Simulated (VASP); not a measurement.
# Sn2Bi2O in VASP: further runs

Sn2Bi2O is run at these levels: PBE; tasks: single point.

Program: VASP 6.6.1. These are calculated values, not measurements. Logs are shortened: lines on timing, memory, paths and dates and some standing lists are left out, and cuts for length are marked.

## 1. The cell of the first run

The typed cell holds 5 atoms: a = 4.961 Å, b = 4.961 Å, c = 5.766 Å, α = 90.00°, β = 90.00°, γ = 88.75°.

The cell was generated, and may not be a known phase.

## 2. Single point, PBE

INCAR reads:

```
SYSTEM = Sn2Bi2O
PREC = Accurate
ENCUT = 520
EDIFF = 1E-6
ISMEAR = 0
SIGMA = 0.15
LREAL = .FALSE.
LASPH = .TRUE.
NELM = 80
ALGO = Normal
ISIF = 2
LWAVE = .FALSE.
LCHARG = .TRUE.
GGA = PE
LELF = .TRUE.
LVHAR = .TRUE.
NBANDS = 40
```

KPOINTS reads:

```
regular mesh
0
G
  3 3 2
  0 0 0
```

POSCAR reads:

```
Sn2Bi2O
1.0
    3.5461998678     -3.4695116508      0.0000000000
    3.5461998678      3.4695116508      0.0000000000
    0.0000000000      0.0000000000      5.7660409209
Sn Bi O
2 2 1
Direct
    0.2784222741      0.2784222741      0.5000000000
    0.7215777259      0.7215777259      0.5000000000
    0.0000000000      0.5000000000     -0.0000197738
    0.5000000000      0.0000000000      1.0000197738
    0.0000000000      0.0000000000      0.5000000000
```

Potentials or basis: VASP PAW PBE potentials, release 64 (Sn_d, Bi_d, O).

Command:

```sh
$ cat potpaw_PBE.64/Sn_d/POTCAR potpaw_PBE.64/Bi_d/POTCAR potpaw_PBE.64/O/POTCAR > POTCAR
$ mpirun -np 1 vasp_std > vasp.out
```

OUTCAR:

```text
SYSTEM = Sn2Bi2O
   PREC = Accurate
   ENCUT = 520
   EDIFF = 1E-6
   ISMEAR = 0
   LREAL = .FALSE.
   LASPH = .TRUE.
   NELM = 80
   ISIF = 2
   GGA = PE

 ion  position               nearest neighbor table
   1  0.278  0.278  0.500-   5 1.97   2 3.14   4 3.37   3 3.37   4 3.37   3 3.37   2 3.49   2 3.49

   2  0.722  0.722  0.500-   5 1.97   1 3.14   4 3.37   3 3.37   4 3.37   3 3.37   1 3.49   1 3.49

   3  0.000  0.500  1.000-   1 3.37   2 3.37   1 3.37   2 3.37   4 3.47   4 3.47   4 3.55   4 3.55

   4  0.500  0.000  0.000-   1 3.37   2 3.37   1 3.37   2 3.37   3 3.47   3 3.47   3 3.55   3 3.55

   5  0.000  0.000  0.500-   1 1.97   2 1.97

  LATTYP: Found a base centered orthorhombic cell.
 ALAT       =     6.9390233016
 B/A-ratio  =     1.0221034614
 C/A-ratio  =     0.8309585759

  Lattice vectors:

 A1 = (  -3.5461998678,  -3.4695116508,   0.0000000000)
 A2 = (   3.5461998678,  -3.4695116508,   0.0000000000)
 A3 = (   0.0000000000,   0.0000000000,   5.7660409209)

Analysis of symmetry for initial positions (statically):
=====================================================================
 Subroutine PRICEL returns:
 Original cell was already a primitive cell.

 Routine SETGRP: Setting up the symmetry group for a
 base centered orthorhombic supercell.

 Subroutine GETGRP returns: Found  4 space group operations
 (whereof  4 operations were pure point group operations)
 out of a pool of  8 trial point group operations.

The static configuration has the point symmetry D_2 .

Analysis of symmetry for dynamics (positions and initial velocities):
=====================================================================
 Subroutine PRICEL returns:
 Original cell was already a primitive cell.

 Routine SETGRP: Setting up the symmetry group for a
 base centered orthorhombic supercell.

 Subroutine GETGRP returns: Found  4 space group operations
 (whereof  4 operations were pure point group operations)
 out of a pool of  8 trial point group operations.

The dynamic configuration has the point symmetry D_2 .

 Subroutine INISYM returns: Found  4 space group operations
 (whereof  4 operations are pure point group operations),
 and found     1 'primitive' translations

----------------------------------------------------------------------------------------

                                     Primitive cell

  volume of cell :     141.8859

  direct lattice vectors                    reciprocal lattice vectors
     3.546199868 -3.469511651  0.000000000     0.140996001 -0.144112501  0.000000000
     3.546199868  3.469511651  0.000000000     0.140996001  0.144112501  0.000000000
     0.000000000  0.000000000  5.766040921     0.000000000  0.000000000  0.173429224

  length of vectors
     4.961153555  4.961153555  5.766040921     0.201614199  0.201614199  0.173429224

  position of ions in fractional coordinates (direct lattice)
     0.278422274  0.278422274  0.500000000
     0.721577726  0.721577726  0.500000000
     0.000000000  0.500000000  0.999980226
     0.500000000  0.000000000  0.000019774
     0.000000000  0.000000000  0.500000000

  ion indices of the primitive-cell ions
   primitive index   ion index
                 1           1
                 2           2
                 3           3
                 4           4
                 5           5

----------------------------------------------------------------------------------------

 KPOINTS: regular mesh

Automatic generation of k-mesh.
 Grid dimensions read from file:
 generate k-points for:    3    3    2

 Generating k-lattice:

  Cartesian coordinates                     Fractional coordinates (reciprocal lattice)
     0.046998667 -0.048037500  0.000000000     0.333333333  0.000000000  0.000000000
     0.046998667  0.048037500  0.000000000     0.000000000  0.333333333  0.000000000
     0.000000000  0.000000000  0.086714612     0.000000000  0.000000000  0.500000000

  Length of vectors
     0.067204733  0.067204733  0.086714612

  Shift w.r.t. Gamma in fractional coordinates (k-lattice)
     0.000000000  0.000000000  0.000000000

 Subroutine IBZKPT returns following result:
 ===========================================

 Found      8 irreducible k-points:

 Following reciprocal coordinates:
            Coordinates               Weight
  0.000000  0.000000  0.000000      1.000000
  0.333333 -0.000000  0.000000      4.000000
  0.333333  0.333333  0.000000      2.000000
 -0.333333  0.333333  0.000000      2.000000
  0.000000  0.000000  0.500000      1.000000
  0.333333 -0.000000  0.500000      4.000000
  0.333333  0.333333  0.500000      2.000000
 -0.333333  0.333333  0.500000      2.000000
   k-points           NKPTS =      8   k-points in BZ     NKDIM =      8   number of bands    NBANDS=     40
   number of dos      NEDOS =    301   number of ions     NIONS =      5
   total plane-waves  NPLWV =  76800
   dimension x,y,z NGX =    40 NGY =   40 NGZ =   48
   dimension x,y,z NGXF=    80 NGYF=   80 NGZF=   96
   ions per type =               2   2   1
   NGX,Y,Z   is equivalent  to a cutoff of  13.40, 13.40, 13.84 a.u.
   NGXF,Y,Z  is equivalent  to a cutoff of  26.81, 26.81, 27.68 a.u.
 SYSTEM =  Sn2Bi2O
   PREC   = accura    normal or accurate (medium, high low for compatibility)
   ISTART =      0    job   : 0-new  1-cont  2-samecut
   ICHARG =      2    charge: 1-file 2-atom 10-const
   ISPIN  =      1    spin polarized calculation?
   LNONCOLLINEAR =      F non collinear calculations
   LSORBIT =      F    spin-orbit coupling
   LASPH  =      T    aspherical Exc in radial PAW
   ENCUT  =  520.0 eV  38.22 Ry    6.18 a.u.   9.22  9.22 10.72*2*pi/ulx,y,z
   NELM   =     80;   NELMIN=  2; NELMDL= -5     # of ELM steps
   EDIFF  = 0.1E-05   stopping-criterion for ELM
   LREAL  =      F    real-space projection
   EDIFFG = 0.1E-04   stopping-criterion for IOM
   NSW    =      0    number of steps for IOM
   IBRION =     -1    ionic relax: 0-MD 1-quasi-New 2-CG
   NFREE  =      0    steps in history (QN), initial steepest desc. (CG)
   ISIF   =      2    stress and relaxation
   ISYM   =      2    0-nonsym 1-usesym 2-fastsym
   POTIM  = 0.5000    time-step for ionic-motion
   TEBEG  =    0.0;   TEEND  =   0.0 temperature during run
   PSTRESS=    0.0 pullay stress
   NELECT =      64.0000    total number of electrons
   NUPDOWN=      -1.0000    fix difference up-down
   EMIN   =  10.00;   EMAX   =-10.00  energy-range for DOS
   EFERMI =   0.00;   METHOD = LEGACY
   ISMEAR =     0;   SIGMA  =   0.15  broadening in eV -4-tet -1-fermi 0-gaus
   EFERMI_NEDOS =   21; number of points for ismear=-14 and -15
   IALGO  =     38    algorithm
   IMIX   =      4    mixing-type and parameters
     AMIX     =   0.40;   BMIX     =  1.00
     AMIX_MAG =   1.60;   BMIX_MAG =  1.00
  volume/ion in A,a.u.               =      28.38       191.50
  Fermi-wavevector in a.u.,A,eV,Ry     =   1.255514  2.372578 21.447090  1.576317
  Thomas-Fermi vector in A             =   2.389267
   LORBIT       =      0    0 simple, 1 ext, 2 COOP (PROOUT), +10 PAW based schemes
   GGA     = PE    functional components
   LHFCALC =     F    Hartree Fock is set to
   AEXX    =    0.0000 exact exchange contribution
   IVDW    =     0    specifies the selected vdW correction
   LEPSILON=     F    determine dielectric tensor
   LRPA    =     F    only Hartree local field effects (RPA)
 non-spin polarized calculation
 Gauss-broadening in eV      SIGMA  =   0.15
  energy-cutoff  :      520.00
  volume of cell :      141.89
 maximum number of plane-waves:      3832
 NGX is ok and might be reduce to    40
   NGX = 19   NGY = 19   NGZ = 21

 number of electron      64.0000009 magnetization

 Free energy of the ion-electron system (eV)
  ---------------------------------------------------
  ext. energy  EPLUGINS =         0.00000000
  ---------------------------------------------------
  free energy    TOTEN  =       -21.58253985 eV

  energy without entropy =      -21.53444568  energy(sigma->0) =      -21.55849276

 E-fermi :   6.1433     XC(G=0):  -9.6021

 val. band max:        6.0261996153   @ k =   0.3333   0.3333   0.0000
 cond. band min:       6.1868901182   @ k =   0.3333  -0.0000   0.5000
 fundamental gap:      0.1606905029
 Fermi energy:         6.1432847062

 k-point     1 :       0.0000    0.0000    0.0000
  band No.  band energies     occupation
      1     -16.9537      2.00000
      2     -16.8880      2.00000
      3     -16.8248      2.00000
      4     -16.8086      2.00000
      5     -16.8036      2.00000
      6     -16.7922      2.00000
[... 32 lines left out ...]
     39      10.6126      0.00000
     40      11.3284      0.00000

 k-point     2 :       0.3333   -0.0000    0.0000
  band No.  band energies     occupation
      1     -16.9014      2.00000
      2     -16.8655      2.00000
      3     -16.8233      2.00000
      4     -16.8141      2.00000
      5     -16.7936      2.00000
      6     -16.7933      2.00000
[... 32 lines left out ...]
     39      10.6832      0.00000
     40      12.5191      0.00000

 k-point     3 :       0.3333    0.3333    0.0000
  band No.  band energies     occupation
      1     -16.9069      2.00000
      2     -16.8571      2.00000
      3     -16.8336      2.00000
      4     -16.8281      2.00000
      5     -16.8268      2.00000
      6     -16.7872      2.00000
[... 32 lines left out ...]
     39      11.9795      0.00000
     40      12.3595      0.00000

 k-point     4 :      -0.3333    0.3333    0.0000
  band No.  band energies     occupation
      1     -16.8782      2.00000
      2     -16.8569      2.00000
      3     -16.8491      2.00000
      4     -16.8357      2.00000
      5     -16.8175      2.00000
      6     -16.7947      2.00000
[... 32 lines left out ...]
     39      11.4855      0.00000
     40      11.8231      0.00000

 k-point     5 :       0.0000    0.0000    0.5000
  band No.  band energies     occupation
      1     -16.9527      2.00000
      2     -16.8880      2.00000
      3     -16.8309      2.00000
      4     -16.8062      2.00000
      5     -16.8037      2.00000
      6     -16.7927      2.00000
[... 32 lines left out ...]
     39      10.1684      0.00000
     40      10.4272      0.00000

 k-point     6 :       0.3333   -0.0000    0.5000
  band No.  band energies     occupation
      1     -16.9007      2.00000
      2     -16.8656      2.00000
      3     -16.8234      2.00000
      4     -16.8177      2.00000
      5     -16.7934      2.00000
      6     -16.7922      2.00000
[... 32 lines left out ...]
     39      10.5796      0.00000
     40      11.6786      0.00000

 k-point     7 :       0.3333    0.3333    0.5000
  band No.  band energies     occupation
      1     -16.9062      2.00000
      2     -16.8572      2.00000
      3     -16.8354      2.00000
      4     -16.8341      2.00000
      5     -16.8268      2.00000
      6     -16.7873      2.00000
[... 32 lines left out ...]
     39      10.9564      0.00000
     40      12.6707      0.00000

 k-point     8 :      -0.3333    0.3333    0.5000
  band No.  band energies     occupation
      1     -16.8785      2.00000
      2     -16.8565      2.00000
      3     -16.8492      2.00000
      4     -16.8357      2.00000
      5     -16.8209      2.00000
      6     -16.7951      2.00000
[... 32 lines left out ...]
     39       9.6901      0.00000
     40      12.7199      0.00000

------------------------ aborting loop because EDIFF is reached ----------------------------------------

  FORCE on cell =-STRESS in cart. coord.  units (eV):
  Direction    XX          YY          ZZ          XY          YZ          ZX
  --------------------------------------------------------------------------------------
  -------------------------------------------------------------------------------------
  Total        0.5648442      0.0133104     -0.0693282      0.0000000      0.0000000      0.0000000
  in kB        6.3782269      0.1503015     -0.7828546      0.0000000      0.0000000      0.0000000
  external PRESSURE =       1.9152246 kB  Pullay stress =       0.0000000 kB

 VOLUME and BASIS-vectors are now :
 -----------------------------------------------------------------------------
  energy-cutoff  :      520.00
  volume of cell :      141.89
      direct lattice vectors                 reciprocal lattice vectors
     3.546199868 -3.469511651  0.000000000     0.140996001 -0.144112501  0.000000000
     3.546199868  3.469511651  0.000000000     0.140996001  0.144112501  0.000000000
     0.000000000  0.000000000  5.766040921     0.000000000  0.000000000  0.173429224

 POSITION                                       TOTAL-FORCE (eV/Angst)
 -----------------------------------------------------------------------------------
      1.97468      0.00000      2.88302         0.045537      0.000000      0.000000
      5.11772      0.00000      2.88302        -0.045537      0.000000      0.000000
      1.77310      1.73476      5.76593         0.000000      0.000000      0.000331
      1.77310     -1.73476      0.00011         0.000000      0.000000     -0.000331
      0.00000      0.00000      2.88302        -0.000000      0.000000      0.000000
 -----------------------------------------------------------------------------------
    total drift:                                0.000000      0.000000      0.000000

  FREE ENERGIE OF THE ION-ELECTRON SYSTEM (eV)
  ---------------------------------------------------
  free  energy   TOTEN  =       -21.5825398486 eV

  energy  without entropy=      -21.5344456785  energy(sigma->0) =      -21.55849276
```

It took 71 s on 1 thread of Intel Xeon Platinum 8488C (Sapphire Rapids), shared host; peak memory 0.27 GiB.

What came out:

- Free energy: -21.5825 eV
- Pressure: 0.2 GPa
- Largest force: 0.046 eV/Å
- Band gap on the k mesh: zero (bands 32 and 33 overlap by 1.32 eV)

Forces on the atoms (eV/Å):
```
Sn   0.046  0.000  0.000
Sn  -0.046  0.000  0.000
Bi   0.000  0.000  0.000
Bi   0.000  0.000  0.000
O    0.000  0.000  0.000
```

Caveat: the k points lie up to 0.54 Å⁻¹ apart, too coarse for converged energies and pressures of a metal; spin-orbit coupling is left out, which moves the levels of the heavy elements.

## 3. Single point, PBE

This run uses another cell than the first one, of 28.68 Å³/atom.

INCAR reads:

```
PREC = Accurate
ENCUT = 520
EDIFF = 1E-6
ISMEAR = 0
SIGMA = 0.1
LREAL = F
LASPH = T
NELM = 60
ALGO = Normal
ISIF = 2
LWAVE = F
LCHARG = F
GGA = PE
NBANDS = 40
```

KPOINTS reads:

```
regular mesh
0
Gamma
  6 6 6
```

POSCAR reads:

```
Sn2Bi2O
1.0
    3.3964106897     -3.6216022658      0.0000000000
    3.3964106897      3.6216022658      0.0000000000
    0.0000000000      0.0000000000      5.8280891236
Sn Bi O
2 2 1
Direct
    0.7271275650      0.2728724350      0.5000000000
    0.2728724350      0.7271275650      0.5000000000
    0.5000000000      0.0000000000      0.0000000000
    0.0000000000      0.5000000000      0.0000000000
    0.0000000000      0.0000000000      0.5000000000
```

Potentials or basis: VASP PAW PBE potentials, release 64 (Sn_d, Bi_d, O).

Command:

```sh
$ cat potpaw_PBE.64/Sn_d/POTCAR potpaw_PBE.64/Bi_d/POTCAR potpaw_PBE.64/O/POTCAR > POTCAR
$ mpirun -np 1 vasp_std > vasp.out
```

Run time: 5.7 min. Hardware: 1 thread of Intel Xeon Platinum 8488C (Sapphire Rapids), shared host; peak memory 0.43 GiB.

The run converged. Its results:

```
Free energy            : -21.6663 eV
Pressure               : 0.0 GPa
Largest force          : 0.051 eV/Å
Band gap on the k mesh : zero (bands 32 and 33 overlap by 2.01 eV)
```

Forces on the atoms (eV/Å):
```
Sn   0.000  0.051  0.000
Sn   0.000 -0.051  0.000
Bi   0.000  0.000  0.000
Bi   0.000  0.000  0.000
O    0.000  0.000  0.000
```

Stress tensor (GPa, compression positive):
```
-0.09  0.00  0.00
 0.00  0.15  0.00
 0.00  0.00 -0.09
```

Levels at points of the mesh, in eV from the Fermi level:
| k point | band 28 | band 29 | band 30 | band 31 | band 32 | band 33 | band 34 | band 35 | band 36 | band 37 |
| --- | --- | --- | --- | --- | --- | --- | --- | --- | --- | --- |
| (0.00, 0.00, 0.00) | -2.93 | -1.68 | -1.43 | -0.90 | -0.39 | 0.28 | 1.21 | 1.69 | 2.35 | 2.66 |
| (0.50, 0.00, 0.00) | -2.96 | -2.71 | -1.11 | -0.99 | -0.56 | -0.55 | -0.19 | 2.01 | 2.41 | 3.76 |
| (0.50, 0.50, 0.00) | -3.18 | -2.91 | -2.39 | -1.92 | -0.82 | 0.12 | 0.59 | 2.39 | 3.54 | 3.84 |
| (0.00, 0.00, 0.50) | -2.91 | -2.66 | -1.57 | -1.49 | -0.10 | 1.16 | 2.18 | 2.57 | 3.21 | 3.40 |
| (0.50, 0.00, 0.50) | -2.83 | -1.35 | -0.81 | -0.47 | -0.26 | -0.22 | -0.08 | 2.39 | 2.40 | 3.02 |
| (0.50, 0.50, 0.50) | -3.62 | -2.81 | -1.88 | -1.15 | 1.16 | 1.68 | 1.89 | 3.13 | 3.54 | 3.79 |

Caveat: spin-orbit coupling is left out, which moves the levels of the heavy elements.

The gap in the log of VASP goes by the Fermi energy; the results here count the filled bands.